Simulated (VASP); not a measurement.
A run of VASP 6.6.1:

INCAR

```
PREC     = Accurate       # precision mode
ENCUT    = 600            # plane-wave cutoff, eV
EDIFF    = 1E-6           # SCF threshold, eV
ISMEAR   = -1             # smearing method
SIGMA    = 0.05           # smearing width, eV
LREAL    = False          # projectors in reciprocal space
LASPH    = True           # aspherical terms in the spheres
NELM     = 80             # most SCF steps
ALGO     = Normal         # electronic algorithm
ISIF     = 3              # what is computed and relaxed
LWAVE    = False          # write WAVECAR
LCHARG   = False          # write CHGCAR
GGA      = PE             # functional
IBRION   = 2              # ionic algorithm
NSW      = 80             # ionic steps
EDIFFG   = -0.01          # ionic threshold
```

KPOINTS

```
Automatic mesh
0
Gamma
  21 21 21
```

The input POSCAR:

```
Ir
1.0
    0.0000000000      1.9353309306      1.9353309306
    1.9353309306      0.0000000000      1.9353309306
    1.9353309306      1.9353309306      0.0000000000
Ir
1
Direct
    0.0000000000      0.0000000000      0.0000000000
```

Potentials or basis: VASP PAW PBE potentials, release 64 (Ir).

Launch:

```bash
$ cat potpaw_PBE.64/Ir/POTCAR > POTCAR
$ mpirun -np 1 vasp_std > vasp.out
```

Hardware: 1 thread of Intel Xeon 8259CL, with other jobs on the host.

**Question.** Estimate the wall time of this run.

**Answer.** It took 82 s on 1 thread of Intel Xeon 8259CL, with other jobs on the host, peak memory 0.18 GiB. Counts: scf iterations 21, k points 286, ion steps 3.
